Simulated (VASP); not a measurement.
# TaN (P6/mmm) in VASP: further runs, part 2 of 2

VASP 6.6.1. Earlier steps stand in the parts before.

### 4 Single point, PBEsol

This run uses another cell than the first one, of the same volume but with other edges.

INCAR reads:

```
SYSTEM = TaN
PREC = Accurate
ENCUT = 520
EDIFF = 1E-7
ISMEAR = 0
SIGMA = 0.15
LREAL = .False.
LASPH = .True.
NELM = 60
ALGO = Normal
ISIF = 2
LWAVE = .False.
LCHARG = .True.
GGA = PS
LELF = .True.
LVHAR = .True.
NBANDS = 33
```

KPOINTS reads:

```
regular mesh
0
Gamma
  12 12 18
  0 0 0
```

POSCAR reads:

```
TaN
1.0
    5.3517882112      0.0000000000      0.0000000000
   -2.6758941056      4.6347845466      0.0000000000
    0.0000000000      0.0000000000      2.7465875889
Ta N
3 3
Direct
    0.0000000000      0.0000000000      0.0000000000
    0.3333333333      0.6666666667      0.5000000000
    0.6666666667      0.3333333333      0.5000000000
    0.5000000000      0.0000000000      0.0000000000
    0.5000000000      0.5000000000      0.0000000000
    0.0000000000      0.5000000000      0.0000000000
```

Potentials or basis: VASP PAW PBE potentials, release 64 (Ta_pv, N).

Command:

```
$ cat potpaw_PBE.64/Ta_pv/POTCAR potpaw_PBE.64/N/POTCAR > POTCAR
$ mpirun -np 1 vasp_std > vasp.out
```

OUTCAR:

```text
SYSTEM = TaN
   PREC = Accurate
   ENCUT = 520
   EDIFF = 1E-7
   ISMEAR = 0
   LREAL = .False.
   LASPH = .True.
   NELM = 60
   ISIF = 2
   GGA = PS

 ion  position               nearest neighbor table
   1  0.000  0.000  0.000-   4 2.68   4 2.68   6 2.68   6 2.68   5 2.68   5 2.68   3 3.38   3 3.38
                             2 3.38   2 3.38   2 3.38   3 3.38   2 3.38   3 3.38   2 3.38   3 3.38
   2  0.333  0.667  0.500-   6 2.07   6 2.07   4 2.07   4 2.07   5 2.07   5 2.07   3 3.09   3 3.09
                             3 3.09   1 3.38   1 3.38   1 3.38   1 3.38   1 3.38   1 3.38
   3  0.667  0.333  0.500-   6 2.07   6 2.07   4 2.07   4 2.07   5 2.07   5 2.07   2 3.09   2 3.09
                             2 3.09   1 3.38   1 3.38   1 3.38   1 3.38   1 3.38   1 3.38
   4  0.500  0.000  0.000-   2 2.07   3 2.07   2 2.07   3 2.07   1 2.68   1 2.68
   5  0.500  0.500  0.000-   2 2.07   3 2.07   2 2.07   3 2.07   1 2.68   1 2.68
   6  0.000  0.500  0.000-   2 2.07   3 2.07   2 2.07   3 2.07   1 2.68   1 2.68

  LATTYP: Found a hexagonal cell.
 ALAT       =     5.3517882112
 C/A-ratio  =     0.5132093200

  Lattice vectors:

 A1 = (   5.3517882112,   0.0000000000,   0.0000000000)
 A2 = (  -2.6758941056,   4.6347845466,   0.0000000000)
 A3 = (   0.0000000000,   0.0000000000,   2.7465875889)

Analysis of symmetry for initial positions (statically):
=====================================================================
 Subroutine PRICEL returns:
 Original cell was already a primitive cell.

 Routine SETGRP: Setting up the symmetry group for a
 hexagonal supercell.

 Subroutine GETGRP returns: Found 24 space group operations
 (whereof 24 operations were pure point group operations)
 out of a pool of 24 trial point group operations.

The static configuration has the point symmetry D_6h.

Analysis of symmetry for dynamics (positions and initial velocities):
=====================================================================
 Subroutine PRICEL returns:
 Original cell was already a primitive cell.

 Routine SETGRP: Setting up the symmetry group for a
 hexagonal supercell.

 Subroutine GETGRP returns: Found 24 space group operations
 (whereof 24 operations were pure point group operations)
 out of a pool of 24 trial point group operations.

The dynamic configuration has the point symmetry D_6h.

 Subroutine INISYM returns: Found 24 space group operations
 (whereof 24 operations are pure point group operations),
 and found     1 'primitive' translations

----------------------------------------------------------------------------------------

                                     Primitive cell

  volume of cell :      68.1274

  direct lattice vectors                    reciprocal lattice vectors
     5.351788211  0.000000000  0.000000000     0.186853433  0.107879880  0.000000000
    -2.675894106  4.634784547  0.000000000     0.000000000  0.215759760  0.000000000
     0.000000000  0.000000000  2.746587589     0.000000000  0.000000000  0.364088152

  length of vectors
     5.351788211  5.351788211  2.746587589     0.215759760  0.215759760  0.364088152

  position of ions in fractional coordinates (direct lattice)
     0.000000000  0.000000000  0.000000000
     0.333333333  0.666666667  0.500000000
     0.666666667  0.333333333  0.500000000
     0.500000000  0.000000000  0.000000000
     0.500000000  0.500000000  0.000000000
     0.000000000  0.500000000  0.000000000

[... 42 lines left out ...]
  0.416667  0.000000  0.000000      6.000000
[... 16 lines left out ...]
  0.250000 -0.000000  0.055556     12.000000
  0.333333  0.000000  0.055556     12.000000
 [... further k-points ...]
   k-points           NKPTS =    190   k-points in BZ     NKDIM =    190   number of bands    NBANDS=     33
   number of dos      NEDOS =    301   number of ions     NIONS =      6
   total plane-waves  NPLWV =  32000
   dimension x,y,z NGX =    40 NGY =   40 NGZ =   20
   dimension x,y,z NGXF=    80 NGYF=   80 NGZF=   40
   ions per type =               3   3
   NGX,Y,Z   is equivalent  to a cutoff of  12.43, 12.43, 12.11 a.u.
   NGXF,Y,Z  is equivalent  to a cutoff of  24.85, 24.85, 24.21 a.u.
 SYSTEM =  TaN
   PREC   = accura    normal or accurate (medium, high low for compatibility)
   ISTART =      0    job   : 0-new  1-cont  2-samecut
   ICHARG =      2    charge: 1-file 2-atom 10-const
   ISPIN  =      1    spin polarized calculation?
   LNONCOLLINEAR =      F non collinear calculations
   LSORBIT =      F    spin-orbit coupling
   LASPH  =      T    aspherical Exc in radial PAW
   ENCUT  =  520.0 eV  38.22 Ry    6.18 a.u.   9.95  9.95  5.11*2*pi/ulx,y,z
   NELM   =     60;   NELMIN=  2; NELMDL= -5     # of ELM steps
   EDIFF  = 0.1E-06   stopping-criterion for ELM
   LREAL  =      F    real-space projection
   EDIFFG = 0.1E-05   stopping-criterion for IOM
   NSW    =      0    number of steps for IOM
   IBRION =     -1    ionic relax: 0-MD 1-quasi-New 2-CG
   NFREE  =      0    steps in history (QN), initial steepest desc. (CG)
   ISIF   =      2    stress and relaxation
   ISYM   =      2    0-nonsym 1-usesym 2-fastsym
   POTIM  = 0.5000    time-step for ionic-motion
   TEBEG  =    0.0;   TEEND  =   0.0 temperature during run
   PSTRESS=    0.0 pullay stress
   NELECT =      48.0000    total number of electrons
   NUPDOWN=      -1.0000    fix difference up-down
   EMIN   =  10.00;   EMAX   =-10.00  energy-range for DOS
   EFERMI =   0.00;   METHOD = LEGACY
   ISMEAR =     0;   SIGMA  =   0.15  broadening in eV -4-tet -1-fermi 0-gaus
   EFERMI_NEDOS =   21; number of points for ismear=-14 and -15
   IALGO  =     38    algorithm
   IMIX   =      4    mixing-type and parameters
     AMIX     =   0.40;   BMIX     =  1.00
     AMIX_MAG =   1.60;   BMIX_MAG =  1.00
  volume/ion in A,a.u.               =      11.35        76.62
  Fermi-wavevector in a.u.,A,eV,Ry     =   1.456737  2.752835 28.872704  2.122084
  Thomas-Fermi vector in A             =   2.573621
   LORBIT       =      0    0 simple, 1 ext, 2 COOP (PROOUT), +10 PAW based schemes
   GGA     = PS    functional components
   LHFCALC =     F    Hartree Fock is set to
   AEXX    =    0.0000 exact exchange contribution
   IVDW    =     0    specifies the selected vdW correction
   LEPSILON=     F    determine dielectric tensor
   LRPA    =     F    only Hartree local field effects (RPA)
 non-spin polarized calculation
 Gauss-broadening in eV      SIGMA  =   0.15
  energy-cutoff  :      520.00
  volume of cell :       68.13
 maximum number of plane-waves:      1858
 NGX is ok and might be reduce to    40

 number of electron      48.0000016 magnetization

 Free energy of the ion-electron system (eV)
  ---------------------------------------------------
  ext. energy  EPLUGINS =         0.00000000
  ---------------------------------------------------
  free energy    TOTEN  =       -68.20492013 eV

  energy without entropy =      -68.19562939  energy(sigma->0) =      -68.20027476

 E-fermi :   7.9141     XC(G=0): -13.1374

 val. band max:        7.9086443591   @ k =   0.1667  -0.0000   0.3333
 cond. band min:       7.9342617195   @ k =   0.0833   0.0000   0.2222
 fundamental gap:      0.0256173604
 Fermi energy:         7.9141225129

 k-point     1 :       0.0000    0.0000    0.0000
  band No.  band energies     occupation
      1     -28.1170      2.00000
      2     -28.1170      2.00000
      3     -27.7668      2.00000
      4     -27.7668      2.00000
      5     -27.4069      2.00000
      6     -27.4069      2.00000
[... 853 lines left out ...]
     32      11.0371      0.00000
     33      12.0072      0.00000

 [... further k-points ...]

------------------------ aborting loop because EDIFF is reached ----------------------------------------

  FORCE on cell =-STRESS in cart. coord.  units (eV):
  Direction    XX          YY          ZZ          XY          YZ          ZX
  --------------------------------------------------------------------------------------
  -------------------------------------------------------------------------------------
  Total       -2.0829115     -2.0829115     16.1564614      0.0000000     -0.0000000      0.0000000
  in kB      -48.9845901    -48.9845901    379.9574013      0.0000000     -0.0000000      0.0000000
  external PRESSURE =      93.9960737 kB  Pullay stress =       0.0000000 kB

 VOLUME and BASIS-vectors are now :
 -----------------------------------------------------------------------------
  energy-cutoff  :      520.00
  volume of cell :       68.13
      direct lattice vectors                 reciprocal lattice vectors
     5.351788211  0.000000000  0.000000000     0.186853433  0.107879880  0.000000000
    -2.675894106  4.634784547  0.000000000     0.000000000  0.215759760  0.000000000
     0.000000000  0.000000000  2.746587589     0.000000000  0.000000000  0.364088152

 POSITION                                       TOTAL-FORCE (eV/Angst)
 -----------------------------------------------------------------------------------
      0.00000      0.00000      0.00000        -0.000000      0.000000     -0.000000
     -0.00000      3.08986      1.37329         0.000000     -0.000000     -0.000000
      2.67589      1.54493      1.37329         0.000000      0.000000      0.000000
      2.67589      0.00000      0.00000        -0.000000      0.000000     -0.000000
      1.33795      2.31739      0.00000        -0.000000      0.000000     -0.000000
     -1.33795      2.31739      0.00000        -0.000000      0.000000     -0.000000
 -----------------------------------------------------------------------------------
    total drift:                               -0.000000      0.000000     -0.000000

  FREE ENERGIE OF THE ION-ELECTRON SYSTEM (eV)
  ---------------------------------------------------
  free  energy   TOTEN  =       -68.2049201325 eV

  energy  without entropy=      -68.1956293899  energy(sigma->0) =      -68.20027476
```

It took 2.9 min on 1 thread of AMD EPYC 9R45 (Zen 5), shared host; peak memory 0.39 GiB.

Results:

| Property | Result |
| --- | --- |
| Free energy | -68.2049 eV |
| Pressure | 9.4 GPa |
| Band gap on the k mesh | zero (bands 24 and 25 overlap by 2.45 eV) |

Stress tensor (GPa, compression positive):
```
-4.90  0.00  0.00
 0.00 -4.90  0.00
 0.00  0.00 38.00
```

Levels at points of the mesh, in eV from the Fermi level:
```tsv
k point	band 20	band 21	band 22	band 23	band 24	band 25	band 26	band 27	band 28	band 29
(0.00, 0.00, 0.00)	-3.51	-2.83	-2.73	-2.53	-1.45	-1.45	0.43	1.67	1.67	1.84
(0.50, 0.00, 0.00)	-3.91	-3.50	-3.46	-1.84	-1.15	1.05	1.86	2.31	2.52	2.99
(0.00, 0.00, 0.50)	-3.60	-3.43	-3.43	-2.02	0.93	0.93	1.62	2.14	2.14	2.64
(0.50, 0.00, 0.50)	-4.44	-3.45	-3.07	-1.65	-1.54	1.05	1.39	3.06	3.11	4.02
```

Caveat: the cell stands under pressure; the PAW data sets were made with another functional, which shifts forces and pressure a little; spin-orbit coupling is left out, which moves the levels of the heavy elements.

### 5 The runs side by side

| cell | gap on the mesh (eV) | pressure (GPa) |
| --- | --- | --- |
| a = 5.495, b = 5.495, c = 2.605 Å, angles 90.0, 90.0, 120.0°, 6 atoms | none | 20.2 |
| a = 4.898, b = 4.898, c = 3.279 Å, angles 90.0, 90.0, 120.0°, 6 atoms | none | -8.8 |
| a = 5.352, b = 5.352, c = 2.747 Å, angles 90.0, 90.0, 120.0°, 6 atoms | none | 9.4 |

Alike in all rows: task single point; level PBEsol; potentials or basis VASP PAW PBE potentials, release 64 (Ta_pv, N); no spin polarisation; k mesh 12 × 12 × 18; cutoff (eV) 520; smearing gaussian 0.15 eV.

Caveats: the PAW data sets were made with another functional, which shifts forces and pressure a little; spin-orbit coupling is left out, which moves the levels of the heavy elements; the cell stands under pressure (at least some runs); the cell stands under tension (at least some runs).

Absolute energies hang on the potentials; compare differences alone.
